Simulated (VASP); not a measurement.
A run of VASP 6.6.1:

The input INCAR:

```
PREC = Accurate
ENCUT = 520
EDIFF = 1E-6
ISMEAR = -1
SIGMA = 0.1
LREAL = False
LASPH = True
NELM = 100
ALGO = Normal
ISIF = 2
LWAVE = False
LCHARG = True
GGA = PS
LELF = True
LVHAR = True
NBANDS = 8
```

Contents of KPOINTS:

```
Automatic mesh
0
Gamma
  15 15 15
```

The input POSCAR:

```
Sb
1.0
    0.0000000000      2.2930939995      2.2930939995
    2.2930939995      0.0000000000      2.2930939995
    2.2930939995      2.2930939995      0.0000000000
Sb
1
Direct
    0.0000000000      0.0000000000      0.0000000000
```

Potentials or basis: VASP PAW PBE potentials, release 64 (Sb).

The run is started by

```bash
$ cat potpaw_PBE.64/Sb/POTCAR > POTCAR
$ mpirun -np 1 vasp_std > vasp.out
```

Hardware: 1 thread of Intel(R) Xeon(R) 6975P-C (Granite Rapids), with other jobs on the host.

Question: How long does it take, and how much memory?

Answer: Wall time 5.7 s on 1 thread of Intel(R) Xeon(R) 6975P-C (Granite Rapids), with other jobs on the host, peak memory 0.15 GiB. Counts: scf iterations 9, k points 120.
